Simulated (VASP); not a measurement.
Set up this calculation in VASP 6.6.1, as the native input.

| Item | Value |
| --- | --- |
| Task | electric field gradients |
| Functional | LDA |
| Potentials or basis | VASP PAW LDA potentials, release 64 (Sc_sv, Ga_d) |
| Cutoff | 520 eV |
| k mesh | 9 × 9 × 9 |
| Occupations | fermi-dirac, width 0.05 eV |
| Spin | no spin polarisation |
| Dipole correction | no |
| Further INCAR settings | ALGO = Normal; EDIFF = 1e-08; NBANDS = 33 |

The structure of ScGa3 lies in POSCAR:

```
ScGa3
1.0
    4.0950000000      0.0000000000      0.0000000000
    0.0000000000      4.0950000000      0.0000000000
    0.0000000000      0.0000000000      4.1359500000
Sc Ga
1 3
Direct
    0.0000000000      0.0000000000      0.0000000000
    0.0000000000      0.5000000000      0.5000000000
    0.5000000000      0.0000000000      0.5000000000
    0.5000000000      0.5000000000      0.0000000000
```

This cell differs from its parent crystal: zz strain of +1 %.

These files were run (other wordings do the same):

INCAR

```
SYSTEM = ScGa3
PREC = Accurate ; ENCUT = 520
EDIFF = 1E-8 ; ISMEAR = -1
SIGMA = 0.05 ; LREAL = .FALSE.
LASPH = .TRUE. ; NELM = 60
ALGO = Normal ; ISIF = 2
LWAVE = .FALSE. ; LCHARG = .FALSE.
LEFG = .TRUE. ; NBANDS = 33
```

KPOINTS

```
Automatic mesh
0
G
  9 9 9
  0 0 0
```

Potentials or basis: VASP PAW LDA potentials, release 64 (Sc_sv, Ga_d).

Run with:

```console
$ cat potpaw_LDA.64/Sc_sv/POTCAR potpaw_LDA.64/Ga_d/POTCAR > POTCAR
$ mpirun -np 1 vasp_std > vasp.out
```

It gave:

```
Pressure                                : -5.9 GPa
Band gap on the k mesh                  : zero (bands 25 and 26 overlap by 3.13 eV)
Largest electric field gradient by atom : Sc +1.9; Ga +61.5, +64.4 (each value once) V/Å²
```

Caveat: the cell differs from its parent crystal (zz strain of +1 %); the cell stands under tension; without QUAD_EFG the Cq values of the log hold for a quadrupole moment of 1 mb, not for the nuclei.

Wall time 98 s on 1 thread of Intel(R) Xeon(R) Platinum 8559C (Emerald Rapids) (shared host), peak memory 0.25 GiB.
